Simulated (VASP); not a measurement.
# Ba7O (R-3m) in VASP: a series of runs

Runs on Ba7O. Level: PBE. Tasks: single point, relaxation of cell and atoms.

All numbers are computed with VASP 6.6.1; they aren't measurements. Logs are shortened: lines on timing, memory, paths and dates and some standing lists are left out, and cuts for length are marked.

## Step 1: The cell of the first run

It takes space group R-3m (No. 166, trigonal). The conventional cell has a = 6.971 Å, b = 6.971 Å, c = 19.043 Å, α = 90.00°, β = 90.00°, γ = 120.00°. Ba (site symmetry 2/m) has 10 Ba at 3.49 to 3.76 Å and 2 O at 3.49 Å within 4.6 Å. Within 4.6 Å of Ba (site symmetry -3m) lie 12 Ba at 3.49 to 3.76 Å. Within 4.6 Å of Ba (site symmetry 2/m) lie 10 Ba at 3.49 to 3.76 Å and 2 O at 3.76 Å. Within 4.6 Å of O (site symmetry -3m) lie 12 Ba at 3.49 to 3.76 Å.

The cell was generated, and may not be a known phase.

## Step 2: Single point, PBE

INCAR

```
PREC = Accurate
ENCUT = 520
EDIFF = 1E-7
ISMEAR = 0
SIGMA = 0.1
LREAL = F
LASPH = T
NELM = 60
ALGO = Normal
ISIF = 2
LWAVE = F
LCHARG = F
GGA = PE
NBANDS = 48
```

KPOINTS

```
regular mesh
0
Gamma
  3 3 3
```

POSCAR

```
Ba7O
1.0
    3.4855716900      2.0123957500      6.3476164400
   -3.4855716900      2.0123957500      6.3476164400
    0.0000000000     -4.0247915000      6.3476164400
Ba O
7 1
Direct
    0.5000000000      0.5000000000      0.0000000000
    0.0000000000      0.5000000000      0.5000000000
    0.5000000000      0.0000000000      0.5000000000
    0.5000000000      0.5000000000      0.5000000000
    0.0000000000      0.0000000000      0.5000000000
    0.5000000000      0.0000000000      0.0000000000
    0.0000000000      0.5000000000      0.0000000000
    0.0000000000      0.0000000000      0.0000000000
```

Potentials or basis: VASP PAW PBE potentials, release 64 (Ba_sv, O).

Run with:

```console
cat potpaw_PBE.64/Ba_sv/POTCAR potpaw_PBE.64/O/POTCAR > POTCAR
mpirun -np 1 vasp_std > vasp.out
```

OUTCAR:

```text
PREC = Accurate
   ENCUT = 520
   EDIFF = 1E-7
   ISMEAR = 0
   LREAL = F
   LASPH = T
   NELM = 60
   ISIF = 2
   GGA = PE

 ion  position               nearest neighbor table
   1  0.500  0.500  0.000-   2 3.49   3 3.49   3 3.49   2 3.49   4 3.76   4 3.76   7 3.76   6 3.76
                             6 3.76   7 3.76
   2  0.000  0.500  0.500-   1 3.49   1 3.49   3 3.49   3 3.49   7 3.76   7 3.76   5 3.76   4 3.76
                             5 3.76   4 3.76
   3  0.500  0.000  0.500-   1 3.49   1 3.49   2 3.49   2 3.49   6 3.76   6 3.76   4 3.76   4 3.76
                             5 3.76   5 3.76
   4  0.500  0.500  0.500-   6 3.49   7 3.49   6 3.49   7 3.49   5 3.49   5 3.49   1 3.76   1 3.76
                             2 3.76   2 3.76   3 3.76   3 3.76
   5  0.000  0.000  0.500-   6 3.49   7 3.49   7 3.49   6 3.49   4 3.49   4 3.49   3 3.76   3 3.76
                             2 3.76   2 3.76
   6  0.500  0.000  0.000-   4 3.49   5 3.49   4 3.49   5 3.49   7 3.49   7 3.49   3 3.76   3 3.76
                             1 3.76   1 3.76
   7  0.000  0.500  0.000-   4 3.49   5 3.49   5 3.49   4 3.49   6 3.49   6 3.49   2 3.76   2 3.76
                             1 3.76   1 3.76
   8  0.000  0.000  0.000-

  LATTYP: Found a trigonal (rhomboedric) cell.
 ALAT       =     7.5160615438
 COS(alpha) =     0.5698723328

  Lattice vectors:

 A1 = (   3.4855716900,   2.0123957500,   6.3476164400)
 A2 = (  -3.4855716900,   2.0123957500,   6.3476164400)
 A3 = (   0.0000000000,  -4.0247915000,   6.3476164400)

Analysis of symmetry for initial positions (statically):
=====================================================================
 Subroutine PRICEL returns:
 Original cell was already a primitive cell.

 Routine SETGRP: Setting up the symmetry group for a
 trigonal (rhombohedral) supercell.

 Subroutine GETGRP returns: Found 12 space group operations
 (whereof 12 operations were pure point group operations)
 out of a pool of 12 trial point group operations.

The static configuration has the point symmetry D_3d.

Analysis of symmetry for dynamics (positions and initial velocities):
=====================================================================
 Subroutine PRICEL returns:
 Original cell was already a primitive cell.

 Routine SETGRP: Setting up the symmetry group for a
 trigonal (rhombohedral) supercell.

 Subroutine GETGRP returns: Found 12 space group operations
 (whereof 12 operations were pure point group operations)
 out of a pool of 12 trial point group operations.

The dynamic configuration has the point symmetry D_3d.

 Subroutine INISYM returns: Found 12 space group operations
 (whereof 12 operations are pure point group operations),
 and found     1 'primitive' translations

----------------------------------------------------------------------------------------

                                     Primitive cell

  volume of cell :     267.1464

  direct lattice vectors                    reciprocal lattice vectors
     3.485571690  2.012395750  6.347616440     0.143448491  0.082820025  0.052513150
    -3.485571690  2.012395750  6.347616440    -0.143448491  0.082820025  0.052513150
     0.000000000 -4.024791500  6.347616440     0.000000000 -0.165640050  0.052513150

  length of vectors
     7.516061544  7.516061544  7.516061541     0.173764948  0.173764948  0.173764948

  position of ions in fractional coordinates (direct lattice)
     0.500000000  0.500000000  0.000000000
     0.000000000  0.500000000  0.500000000
     0.500000000  0.000000000  0.500000000
     0.500000000  0.500000000  0.500000000
     0.000000000  0.000000000  0.500000000
     0.500000000  0.000000000  0.000000000
     0.000000000  0.500000000  0.000000000
     0.000000000  0.000000000  0.000000000

  ion indices of the primitive-cell ions
   primitive index   ion index
                 1           1
                 2           2
                 3           3
                 4           4
                 5           5
                 6           6
                 7           7
                 8           8

----------------------------------------------------------------------------------------

 KPOINTS: regular mesh

Automatic generation of k-mesh.
 Grid dimensions read from file:
 generate k-points for:    3    3    3

 Generating k-lattice:

  Cartesian coordinates                     Fractional coordinates (reciprocal lattice)
     0.047816164  0.027606675  0.017504383     0.333333333  0.000000000 -0.000000000
    -0.047816164  0.027606675  0.017504383     0.000000000  0.333333333 -0.000000000
     0.000000000 -0.055213350  0.017504383    -0.000000000 -0.000000000  0.333333333

  Length of vectors
     0.057921649  0.057921649  0.057921649

  Shift w.r.t. Gamma in fractional coordinates (k-lattice)
     0.000000000  0.000000000  0.000000000

 Subroutine IBZKPT returns following result:
 ===========================================

 Found      6 irreducible k-points:

 Following reciprocal coordinates:
            Coordinates               Weight
  0.000000  0.000000  0.000000      1.000000
  0.333333 -0.000000  0.000000      6.000000
  0.333333  0.333333  0.000000      6.000000
 -0.333333  0.333333  0.000000      6.000000
  0.333333  0.333333  0.333333      2.000000
 -0.333333  0.333333  0.333333      6.000000
   k-points           NKPTS =      6   k-points in BZ     NKDIM =      6   number of bands    NBANDS=     48
   number of dos      NEDOS =    301   number of ions     NIONS =      8
   total plane-waves  NPLWV = 175616
   dimension x,y,z NGX =    56 NGY =   56 NGZ =   56
   dimension x,y,z NGXF=   112 NGYF=  112 NGZF=  112
   ions per type =               7   1
   NGX,Y,Z   is equivalent  to a cutoff of  12.39, 12.39, 12.39 a.u.
   NGXF,Y,Z  is equivalent  to a cutoff of  24.77, 24.77, 24.77 a.u.
 SYSTEM =  unknown system
   PREC   = accura    normal or accurate (medium, high low for compatibility)
   ISTART =      0    job   : 0-new  1-cont  2-samecut
   ICHARG =      2    charge: 1-file 2-atom 10-const
   ISPIN  =      1    spin polarized calculation?
   LNONCOLLINEAR =      F non collinear calculations
   LSORBIT =      F    spin-orbit coupling
   LASPH  =      T    aspherical Exc in radial PAW
   ENCUT  =  520.0 eV  38.22 Ry    6.18 a.u.  13.97 13.97 13.97*2*pi/ulx,y,z
   NELM   =     60;   NELMIN=  2; NELMDL= -5     # of ELM steps
   EDIFF  = 0.1E-06   stopping-criterion for ELM
   LREAL  =      F    real-space projection
   EDIFFG = 0.1E-05   stopping-criterion for IOM
   NSW    =      0    number of steps for IOM
   IBRION =     -1    ionic relax: 0-MD 1-quasi-New 2-CG
   NFREE  =      0    steps in history (QN), initial steepest desc. (CG)
   ISIF   =      2    stress and relaxation
   ISYM   =      2    0-nonsym 1-usesym 2-fastsym
   POTIM  = 0.5000    time-step for ionic-motion
   TEBEG  =    0.0;   TEEND  =   0.0 temperature during run
   PSTRESS=    0.0 pullay stress
   NELECT =      76.0000    total number of electrons
   NUPDOWN=      -1.0000    fix difference up-down
   EMIN   =  10.00;   EMAX   =-10.00  energy-range for DOS
   EFERMI =   0.00;   METHOD = LEGACY
   ISMEAR =     0;   SIGMA  =   0.10  broadening in eV -4-tet -1-fermi 0-gaus
   EFERMI_NEDOS =   21; number of points for ismear=-14 and -15
   IALGO  =     38    algorithm
   IMIX   =      4    mixing-type and parameters
     AMIX     =   0.40;   BMIX     =  1.00
     AMIX_MAG =   1.60;   BMIX_MAG =  1.00
  volume/ion in A,a.u.               =      33.39       225.35
  Fermi-wavevector in a.u.,A,eV,Ry     =   1.076704  2.034675 15.773113  1.159291
  Thomas-Fermi vector in A             =   2.212595
   LORBIT       =      0    0 simple, 1 ext, 2 COOP (PROOUT), +10 PAW based schemes
   GGA     = PE    functional components
   LHFCALC =     F    Hartree Fock is set to
   AEXX    =    0.0000 exact exchange contribution
   IVDW    =     0    specifies the selected vdW correction
   LEPSILON=     F    determine dielectric tensor
   LRPA    =     F    only Hartree local field effects (RPA)
 non-spin polarized calculation
 Gauss-broadening in eV      SIGMA  =   0.10
  energy-cutoff  :      520.00
  volume of cell :      267.15
 maximum number of plane-waves:      7203
   NGX = 27   NGY = 27   NGZ = 27

 number of electron      76.0000005 magnetization

 Free energy of the ion-electron system (eV)
  ---------------------------------------------------
  ext. energy  EPLUGINS =         0.00000000
  ---------------------------------------------------
  free energy    TOTEN  =       -14.66835999 eV

  energy without entropy =      -14.62515713  energy(sigma->0) =      -14.64675856

 E-fermi :   3.9329     XC(G=0):  -9.3063

 val. band max:        3.9234357835   @ k =  -0.3333   0.3333   0.0000
 cond. band min:       4.0108666253   @ k =  -0.3333   0.3333   0.3333
 fundamental gap:      0.0874308418
 Fermi energy:         3.9328900106

 k-point     1 :       0.0000    0.0000    0.0000
  band No.  band energies     occupation
      1     -24.9135      2.00000
      2     -24.6397      2.00000
      3     -24.4678      2.00000
      4     -24.4678      2.00000
      5     -24.3421      2.00000
      6     -24.3421      2.00000
[... 40 lines left out ...]
     47       6.3189      0.00000
     48       6.3189      0.00000

 k-point     2 :       0.3333   -0.0000    0.0000
  band No.  band energies     occupation
      1     -24.8054      2.00000
      2     -24.6106      2.00000
      3     -24.5355      2.00000
      4     -24.4506      2.00000
      5     -24.4128      2.00000
      6     -24.3617      2.00000
[... 40 lines left out ...]
     47       5.5204      0.00000
     48       6.1706      0.00000

 k-point     3 :       0.3333    0.3333    0.0000
  band No.  band energies     occupation
      1     -24.7906      2.00000
      2     -24.6004      2.00000
      3     -24.5298      2.00000
      4     -24.4710      2.00000
      5     -24.4461      2.00000
      6     -24.3407      2.00000
[... 40 lines left out ...]
     47       5.9558      0.00000
     48       6.0754      0.00000

 k-point     4 :      -0.3333    0.3333    0.0000
  band No.  band energies     occupation
      1     -24.6600      2.00000
      2     -24.6522      2.00000
      3     -24.5490      2.00000
      4     -24.5193      2.00000
      5     -24.4376      2.00000
      6     -24.3640      2.00000
[... 40 lines left out ...]
     47       5.5336      0.00000
     48       5.5696      0.00000

 k-point     5 :       0.3333    0.3333    0.3333
  band No.  band energies     occupation
      1     -24.8630      2.00000
      2     -24.6906      2.00000
      3     -24.4497      2.00000
      4     -24.4497      2.00000
      5     -24.3613      2.00000
      6     -24.3613      2.00000
[... 40 lines left out ...]
     47       5.6768      0.00000
     48       6.4494      0.00000

 k-point     6 :      -0.3333    0.3333    0.3333
  band No.  band energies     occupation
      1     -24.7479      2.00000
      2     -24.6550      2.00000
      3     -24.5367      2.00000
      4     -24.4523      2.00000
      5     -24.4276      2.00000
      6     -24.3602      2.00000
[... 40 lines left out ...]
     47       5.4490      0.00000
     48       5.4975      0.00000

------------------------ aborting loop because EDIFF is reached ----------------------------------------

  FORCE on cell =-STRESS in cart. coord.  units (eV):
  Direction    XX          YY          ZZ          XY          YZ          ZX
  --------------------------------------------------------------------------------------
  -------------------------------------------------------------------------------------
  Total       13.7384075     13.7384074      8.3345845      0.0000000     -0.0000000     -0.0000000
  in kB       82.3943891     82.3943888     49.9856335      0.0000000     -0.0000000     -0.0000000
  external PRESSURE =      71.5914705 kB  Pullay stress =       0.0000000 kB

 VOLUME and BASIS-vectors are now :
 -----------------------------------------------------------------------------
  energy-cutoff  :      520.00
  volume of cell :      267.15
      direct lattice vectors                 reciprocal lattice vectors
     3.485571690  2.012395750  6.347616440     0.143448491  0.082820025  0.052513150
    -3.485571690  2.012395750  6.347616440    -0.143448491  0.082820025  0.052513150
     0.000000000 -4.024791500  6.347616440     0.000000000 -0.165640050  0.052513150

 POSITION                                       TOTAL-FORCE (eV/Angst)
 -----------------------------------------------------------------------------------
      0.00000      2.01240      6.34762         0.000000     -0.000000      0.000000
     -1.74279     -1.00620      6.34762         0.000000      0.000000      0.000000
      1.74279     -1.00620      6.34762         0.000000      0.000000      0.000000
      0.00000      0.00000      9.52142        -0.000000      0.000000      0.000000
      0.00000     -2.01240      3.17381        -0.000000     -0.000000     -0.000000
      1.74279      1.00620      3.17381         0.000000     -0.000000     -0.000000
     -1.74279      1.00620      3.17381         0.000000     -0.000000     -0.000000
      0.00000      0.00000      0.00000         0.000000     -0.000000      0.000000
 -----------------------------------------------------------------------------------
    total drift:                                0.000000     -0.000000      0.000000

  FREE ENERGIE OF THE ION-ELECTRON SYSTEM (eV)
  ---------------------------------------------------
  free  energy   TOTEN  =       -14.6683599854 eV

  energy  without entropy=      -14.6251571275  energy(sigma->0) =      -14.64675856
```

Wall time 74 s (1 thread of Intel Xeon 6975P-C (Granite Rapids), shared host); peak memory 0.44 GiB.

What came out:

* Free energy: -14.6684 eV
* Pressure: 7.2 GPa
* Band gap on the k mesh: zero (bands 38 and 39 overlap by 1.63 eV)

Caveat: the k points lie up to 0.36 Å⁻¹ apart, too coarse for converged energies and pressures of a metal; spin-orbit coupling is left out, which moves the levels of the heavy elements.

(Continued in part 2 of 2.)

The gap in the log of VASP goes by the Fermi energy; the results here count the filled bands.